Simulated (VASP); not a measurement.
# PbO2 (P4_2/mnm) in VASP: relaxation of the atoms with PBE

Aim: the relaxation of the atoms of PbO2 with PBE.

Program: VASP 6.6.1. These are calculated values, not measurements. Logs are shortened: lines on timing, memory, paths and dates and some standing lists are left out, and cuts for length are marked.

### 1 The cell of the first run

It takes space group P4_2/mnm (No. 136, tetragonal). The conventional cell has a = 4.958 Å, b = 4.958 Å, c = 3.388 Å, α = 90.00°, β = 90.00°, γ = 90.00°. Pb (site symmetry mmm) has 6 O at 2.15 to 2.17 Å within 2.9 Å. O (site symmetry m2m) has 3 Pb at 2.15 to 2.17 Å and 1 O at 2.70 Å within 2.9 Å.

### 2 Relaxation of the atoms, PBE

The input, INCAR:

```
PREC = Accurate ; ENCUT = 520
EDIFF = 1E-6 ; ISMEAR = 0
SIGMA = 0.1 ; LREAL = F
LASPH = T ; NELM = 100
ALGO = Fast ; ISIF = 2
LWAVE = F ; LCHARG = F
GGA = PE ; IBRION = 2
NSW = 60 ; EDIFFG = -0.01
KPAR = 4
```

The input, KPOINTS:

```
Automatic mesh
0
Gamma
  8 8 10
```

The input, POSCAR:

```
PbO2
1.0
    4.9577000000      0.0000000000      0.0000000000
    0.0000000000      4.9577000000      0.0000000000
    0.0000000000      0.0000000000      3.3879000000
Pb O
2 4
Direct
    0.0000000000      0.0000000000      0.0000000000
    0.5000000000      0.5000000000      0.5000000000
    0.3072000000      0.3072000000      0.0000000000
    0.1928000000      0.8072000000      0.5000000000
    0.6928000000      0.6928000000      0.0000000000
    0.8072000000      0.1928000000      0.5000000000
```

Potentials or basis: VASP PAW PBE potentials, release 64 (Pb_d, O).

Command:

```console
> cat potpaw_PBE.64/Pb_d/POTCAR potpaw_PBE.64/O/POTCAR > POTCAR
> mpirun -np 4 vasp_std > vasp.out
```

OUTCAR:

```text
PREC = Accurate
   ENCUT = 520
   EDIFF = 1E-6
   ISMEAR = 0
   LREAL = F
   LASPH = T
   NELM = 100
   ISIF = 2
   GGA = PE
   IBRION = 2
   NSW = 60
   EDIFFG = -0.01

 ion  position               nearest neighbor table
   1  0.000  0.000  0.000-   3 2.15   5 2.15   4 2.17   6 2.17   4 2.17   6 2.17   2 3.89   2 3.89
                             2 3.89   2 3.89   2 3.89   2 3.89   2 3.89   2 3.89
   2  0.500  0.500  0.500-   4 2.15   6 2.15   5 2.17   3 2.17   3 2.17   5 2.17   1 3.89   1 3.89
                             1 3.89   1 3.89   1 3.89   1 3.89   1 3.89   1 3.89
   3  0.307  0.307  0.000-   1 2.15   2 2.17   2 2.17
   4  0.193  0.807  0.500-   2 2.15   1 2.17   1 2.17
   5  0.693  0.693  0.000-   1 2.15   2 2.17   2 2.17
   6  0.807  0.193  0.500-   2 2.15   1 2.17   1 2.17

  LATTYP: Found a simple tetragonal cell.
 ALAT       =     4.9577000000
 C/A-ratio  =     0.6833612361

  Lattice vectors:

 A1 = (   4.9577000000,   0.0000000000,   0.0000000000)
 A2 = (   0.0000000000,   4.9577000000,   0.0000000000)
 A3 = (   0.0000000000,   0.0000000000,   3.3879000000)

Analysis of symmetry for initial positions (statically):
=====================================================================
 Subroutine PRICEL returns:
 Original cell was already a primitive cell.

 Routine SETGRP: Setting up the symmetry group for a
 simple tetragonal supercell.

 Subroutine GETGRP returns: Found 16 space group operations
 (whereof  8 operations were pure point group operations)
 out of a pool of 16 trial point group operations.

The static configuration has the point symmetry D_2h.
 The point group associated with its full space group is D_4h.

Analysis of symmetry for dynamics (positions and initial velocities):
=====================================================================
 Subroutine PRICEL returns:
 Original cell was already a primitive cell.

 Routine SETGRP: Setting up the symmetry group for a
 simple tetragonal supercell.

 Subroutine GETGRP returns: Found 16 space group operations
 (whereof  8 operations were pure point group operations)
 out of a pool of 16 trial point group operations.

The dynamic configuration has the point symmetry D_2h.
 The point group associated with its full space group is D_4h.

 Subroutine INISYM returns: Found 16 space group operations
 (whereof  8 operations are pure point group operations),
 and found     1 'primitive' translations

----------------------------------------------------------------------------------------

                                     Primitive cell

  volume of cell :      83.2705

  direct lattice vectors                    reciprocal lattice vectors
     4.957700000  0.000000000  0.000000000     0.201706436  0.000000000  0.000000000
     0.000000000  4.957700000  0.000000000     0.000000000  0.201706436  0.000000000
     0.000000000  0.000000000  3.387900000     0.000000000  0.000000000  0.295168098

  length of vectors
     4.957700000  4.957700000  3.387900000     0.201706436  0.201706436  0.295168098

  position of ions in fractional coordinates (direct lattice)
     0.000000000  0.000000000  0.000000000
     0.500000000  0.500000000  0.500000000
     0.307200000  0.307200000  0.000000000
     0.192800000  0.807200000  0.500000000
     0.692800000  0.692800000  0.000000000
     0.807200000  0.192800000  0.500000000

  ion indices of the primitive-cell ions
   primitive index   ion index
                 1           1
                 2           2
                 3           3
                 4           4
                 5           5
                 6           6

----------------------------------------------------------------------------------------

 KPOINTS: Automatic mesh

Automatic generation of k-mesh.
 Grid dimensions read from file:
 generate k-points for:    8    8   10

 Generating k-lattice:

  Cartesian coordinates                     Fractional coordinates (reciprocal lattice)
     0.025213305  0.000000000  0.000000000     0.125000000  0.000000000  0.000000000
     0.000000000  0.025213305  0.000000000     0.000000000  0.125000000  0.000000000
     0.000000000  0.000000000  0.029516810     0.000000000  0.000000000  0.100000000

  Length of vectors
     0.025213305  0.025213305  0.029516810

  Shift w.r.t. Gamma in fractional coordinates (k-lattice)
     0.000000000  0.000000000  0.000000000

 Subroutine IBZKPT returns following result:
 ===========================================

 Found     90 irreducible k-points:

 Following reciprocal coordinates:
            Coordinates               Weight
  0.000000  0.000000  0.000000      1.000000
  0.125000  0.000000  0.000000      4.000000
  0.250000  0.000000  0.000000      4.000000
  0.375000  0.000000  0.000000      4.000000
  0.500000  0.000000  0.000000      2.000000
  0.125000  0.125000  0.000000      4.000000
[... 16 lines left out ...]
  0.375000  0.125000  0.100000     16.000000
  0.500000  0.125000  0.100000      8.000000
 [... further k-points ...]
   k-points           NKPTS =     90   k-points in BZ     NKDIM =     90   number of bands    NBANDS=     31
   number of dos      NEDOS =    301   number of ions     NIONS =      6
   total plane-waves  NPLWV =  44800
   dimension x,y,z NGX =    40 NGY =   40 NGZ =   28
   dimension x,y,z NGXF=    80 NGYF=   80 NGZF=   56
   ions per type =               2   4
   NGX,Y,Z   is equivalent  to a cutoff of  13.41, 13.41, 13.74 a.u.
   NGXF,Y,Z  is equivalent  to a cutoff of  26.83, 26.83, 27.48 a.u.
 SYSTEM =  unknown system
   PREC   = accura    normal or accurate (medium, high low for compatibility)
   ISTART =      0    job   : 0-new  1-cont  2-samecut
   ICHARG =      2    charge: 1-file 2-atom 10-const
   ISPIN  =      1    spin polarized calculation?
   LNONCOLLINEAR =      F non collinear calculations
   LSORBIT =      F    spin-orbit coupling
   LASPH  =      T    aspherical Exc in radial PAW
   ENCUT  =  520.0 eV  38.22 Ry    6.18 a.u.   9.22  9.22  6.30*2*pi/ulx,y,z
   NELM   =    100;   NELMIN=  2; NELMDL= -5     # of ELM steps
   EDIFF  = 0.1E-05   stopping-criterion for ELM
   LREAL  =      F    real-space projection
   EDIFFG = -.1E-01   stopping-criterion for IOM
   NSW    =     60    number of steps for IOM
   IBRION =      2    ionic relax: 0-MD 1-quasi-New 2-CG
   NFREE  =      1    steps in history (QN), initial steepest desc. (CG)
   ISIF   =      2    stress and relaxation
   ISYM   =      2    0-nonsym 1-usesym 2-fastsym
   POTIM  = 0.5000    time-step for ionic-motion
   TEBEG  =    0.0;   TEEND  =   0.0 temperature during run
   PSTRESS=    0.0 pullay stress
   NELECT =      52.0000    total number of electrons
   NUPDOWN=      -1.0000    fix difference up-down
   EMIN   =  10.00;   EMAX   =-10.00  energy-range for DOS
   EFERMI =   0.00;   METHOD = LEGACY
   ISMEAR =     0;   SIGMA  =   0.10  broadening in eV -4-tet -1-fermi 0-gaus
   EFERMI_NEDOS =   21; number of points for ismear=-14 and -15
   IALGO  =     68    algorithm
   IMIX   =      4    mixing-type and parameters
     AMIX     =   0.40;   BMIX     =  1.00
     AMIX_MAG =   1.60;   BMIX_MAG =  1.00
  volume/ion in A,a.u.               =      13.88        93.66
  Fermi-wavevector in a.u.,A,eV,Ry     =   1.399305  2.644302 26.640933  1.958053
  Thomas-Fermi vector in A             =   2.522377
   LORBIT       =      0    0 simple, 1 ext, 2 COOP (PROOUT), +10 PAW based schemes
   GGA     = PE    functional components
   LHFCALC =     F    Hartree Fock is set to
   AEXX    =    0.0000 exact exchange contribution
   IVDW    =     0    specifies the selected vdW correction
   LEPSILON=     F    determine dielectric tensor
   LRPA    =     F    only Hartree local field effects (RPA)
 conjugate gradient relaxation of ions
 non-spin polarized calculation
 RMM-DIIS sequential band-by-band and
 Gauss-broadening in eV      SIGMA  =   0.10
  energy-cutoff  :      520.00
  volume of cell :       83.27
 maximum number of plane-waves:      2262
 NGX is ok and might be reduce to    40
   NGX = 19   NGY = 19   NGZ = 13

--------------------------------------- Ionic step        1  -------------------------------------------

 number of electron      52.0000013 magnetization

 Free energy of the ion-electron system (eV)
  ---------------------------------------------------
  ext. energy  EPLUGINS =         0.00000000
  ---------------------------------------------------
  free energy    TOTEN  =       -31.70949794 eV

  energy without entropy =      -31.70778668  energy(sigma->0) =      -31.70864231

------------------------ aborting loop because EDIFF is reached ----------------------------------------

  FORCE on cell =-STRESS in cart. coord.  units (eV):
  Direction    XX          YY          ZZ          XY          YZ          ZX
  --------------------------------------------------------------------------------------
  -------------------------------------------------------------------------------------
  Total        4.4511932      4.4511932      5.5694995     -0.0000000      0.0000000      0.0000000
  in kB       85.6438062     85.6438062    107.1607339     -0.0000000      0.0000000      0.0000000
  external PRESSURE =      92.8161154 kB  Pullay stress =       0.0000000 kB
[... 65 lines left out ...]
  energy  without entropy=      -31.7083600939  energy(sigma->0) =      -31.70922806

--------------------------------------- Ionic step        3  -------------------------------------------

 number of electron      52.0000016 magnetization

 Free energy of the ion-electron system (eV)
  ---------------------------------------------------
  ext. energy  EPLUGINS =         0.00000000
  ---------------------------------------------------
  free energy    TOTEN  =       -31.71011668 eV

  energy without entropy =      -31.70837521  energy(sigma->0) =      -31.70924595

 E-fermi :   4.4595     XC(G=0): -10.7184

 val. band max:        4.4448284431   @ k =   0.1250   0.0000   0.0000
 cond. band min:       4.4929517752   @ k =   0.0000   0.0000   0.1000
 fundamental gap:      0.0481233321
 Fermi energy:         4.4595385533

 k-point     1 :       0.0000    0.0000    0.0000
  band No.  band energies     occupation
      1     -13.9508      2.00000
      2     -13.8260      2.00000
      3     -12.1447      2.00000
      4     -12.1447      2.00000
      5     -11.1415      2.00000
      6     -10.9205      2.00000
[... 805 lines left out ...]
     30      11.3774      0.00000
     31      14.1454      0.00000

 [... further k-points ...]

------------------------ aborting loop because EDIFF is reached ----------------------------------------

  FORCE on cell =-STRESS in cart. coord.  units (eV):
  Direction    XX          YY          ZZ          XY          YZ          ZX
  --------------------------------------------------------------------------------------
  -------------------------------------------------------------------------------------
  Total        4.4358512      4.4358512      5.4828599      0.0000000      0.0000000      0.0000000
  in kB       85.3486161     85.3486161    105.4937330      0.0000000      0.0000000      0.0000000
  external PRESSURE =      92.0636551 kB  Pullay stress =       0.0000000 kB
[... 21 lines left out ...]
  FREE ENERGIE OF THE ION-ELECTRON SYSTEM (eV)
  ---------------------------------------------------
  free  energy   TOTEN  =       -31.7101166818 eV

  energy  without entropy=      -31.7083752111  energy(sigma->0) =      -31.70924595

 reached required accuracy - stopping structural energy minimisation
```

Wall time 2.5 min (4 MPI ranks of Oxide Virtual Turin-like, shared host); peak memory 0.31 GiB.

Results:

```yaml
Free_energy: -31.7101 eV
Energy_gained_by_relaxing: 0.1 meV/atom
Ionic_steps: 3
Pressure_after_relaxing: 9.2 GPa
Band_gap_on_the_k_mesh: 0.01 eV (least direct gap 0.06 eV)
```

The path:
| step | energy change (eV) | largest force (eV/Å) | pressure (GPa) |
| --- | --- | --- | --- |
| 1 | 0.0000 | 0.0725 | 9.28 |
| 2 | -0.0006 | 0.0127 | 9.22 |
| 3 | -0.0006 | 0.0007 | 9.21 |

Final structure:
```yaml
crystal:
  lattice:
    - [4.95770, 0.00000, 0.00000]
    - [0.00000, 4.95770, 0.00000]
    - [0.00000, 0.00000, 3.38790]
  atoms:
    - { symbol: Pb, position: [0.00000, 0.00000, 0.00000] }
    - { symbol: Pb, position: [0.50000, 0.50000, 0.50000] }
    - { symbol: O, position: [0.30660, 0.30660, 0.00000] }
    - { symbol: O, position: [0.19340, 0.80660, 0.50000] }
    - { symbol: O, position: [0.69340, 0.69340, 0.00000] }
    - { symbol: O, position: [0.80660, 0.19340, 0.50000] }
```

Caveat: the smearing spreads over this small gap; spin-orbit coupling is left out, which moves the levels of the heavy elements. A k mesh can miss the band edges.

The gap in the log of VASP goes by the Fermi energy; the results here count the filled bands.